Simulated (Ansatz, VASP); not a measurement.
# One calculation of Mo, two programs

The input INCAR:

```
PREC = Accurate
ENCUT = 520
EDIFF = 1E-6
ISMEAR = 0
SIGMA = 0.15
LREAL = F
LASPH = T
NELM = 100
ALGO = Fast
ISIF = 2
LWAVE = F
LCHARG = F
GGA = PS
NBANDS = 13
```

File KPOINTS:

```
Automatic mesh
0
Gamma
  18 18 18
```

Contents of POSCAR:

```
Mo
1.0
    3.0090614369      0.0000000000      0.0000000000
   -1.5045307185      2.1321193467      0.0000000000
    0.0000000000      0.0000000000      2.5551807000
Mo
1
Direct
    0.0000000000      0.0000000000      0.5000000000
```

Input for Ansatz:

```yaml
crystal:
  lattice:
    - [3.0090614369, 0.0, 0.0]
    - [-1.5045307185, 2.1321193467, 0.0]
    - [0.0, 0.0, 2.5551807]
  atoms:
    - { symbol: Mo, position: [0.0, 0.0, 0.5] }
basis:
  ecutwfc: 420
kpoints:
  mp_grid: { grid: [18, 18, 18] }
hamiltonian:
  xc: pbesol
scf:
  occupations: { method: gaussian, width: 0.15 }
output:
  forces: true
  stress: true
  eigenvalues: true
```

Change from the starting cell: strain +0.1000 x Voigt [1, -1, 0, 0, 0, 0], atoms carried along.

Alike in both runs: task single point; functional PBEsol; k mesh 18 × 18 × 18; occupations gaussian, width 0.15 eV; no spin polarisation.

|  | VASP | Ansatz |
| --- | --- | --- |
| version | VASP 6.6.1 | Ansatz 0.2.0 |
| potentials or method | VASP PAW PBE potentials, release 64 (Mo_sv), cutoff 520 eV | scalar-relativistic, plane waves, PAW |
| valence electrons in the cell | 14 | 14 |

VASP gave:

| Item | Value |
| --- | --- |
| gap on the k mesh at the Fermi level (eV) | none |
| pressure (GPa) | 1.3 |
| traceless stress, the component that is largest in VASP (GPa) | 6.53 |

**Question.** What did Ansatz give for the same quantities?

**Answer.** gap on the k mesh at the Fermi level (eV): none; pressure (GPa): 0.7; traceless stress, the component that is largest in VASP (GPa): 6.51.

VASP's potentials were made for PBE, not for PBEsol. A gap of «none» marks a metal or a gap that the smearing closes.
